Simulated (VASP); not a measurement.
Write the native input for VASP 6.6.1 that does the following.

* Task: single point
* Functional: PBEsol
* Potentials or basis: VASP PAW PBE potentials, release 64 (Ti_sv, C)
* Cutoff: 520 eV
* k mesh: 12 × 12 × 8
* Occupations: gaussian, width 0.15 eV
* Spin: no spin polarisation
* Dipole correction: no
* Further INCAR settings: ALGO = Normal; EDIFF = 1e-07; NBANDS = 24

The structure of TiC lies in POSCAR:

```
TiC
1.0
    0.0084555233     -2.1277801554     -2.1115507916
   -0.0198803906      2.1801303725     -2.1639010087
    4.3389454297     -0.0283359139      0.0114248673
Ti C
2 2
Direct
    0.3918318035      0.4811808223      0.5558691528
   -0.0023850254     -0.0557095852     -0.0984313661
    0.6733804290      0.5224629026     -0.0128676496
   -0.0628272071      0.0520658603      0.5554298629
```

This cell differs from its parent crystal: atoms moved at random and the cell strained at random.

The input as run:

INCAR

```
SYSTEM = TiC
  PREC = Accurate
  ENCUT = 520
  EDIFF = 1E-7
  ISMEAR = 0
  SIGMA = 0.15
  LREAL = .False.
  LASPH = .True.
  NELM = 80
  ALGO = Normal
  ISIF = 2
  LWAVE = .False.
  LCHARG = .True.
  GGA = PS
  LELF = .True.
  LVHAR = .True.
  NBANDS = 24
```

KPOINTS

```
regular mesh
0
Gamma
  12 12 8
  0 0 0
```

Potentials or basis: VASP PAW PBE potentials, release 64 (Ti_sv, C).

Launch:

```bash
$ cat potpaw_PBE.64/Ti_sv/POTCAR potpaw_PBE.64/C/POTCAR > POTCAR
$ mpirun -np 1 vasp_std > vasp.out
```

It gave:

```
Pressure               : 69.0 GPa
Largest force          : 18.850 eV/Å
Band gap on the k mesh : 0.08 eV, indirect (least direct gap 0.33 eV)
```

Caveat: the cell differs from its parent crystal (atoms moved at random and the cell strained at random); the PAW data sets were made with another functional, which shifts forces and pressure a little.

It took 7 min on 1 thread of Oxide Virtual Turin-like Processor (shared host), peak memory 0.49 GiB.
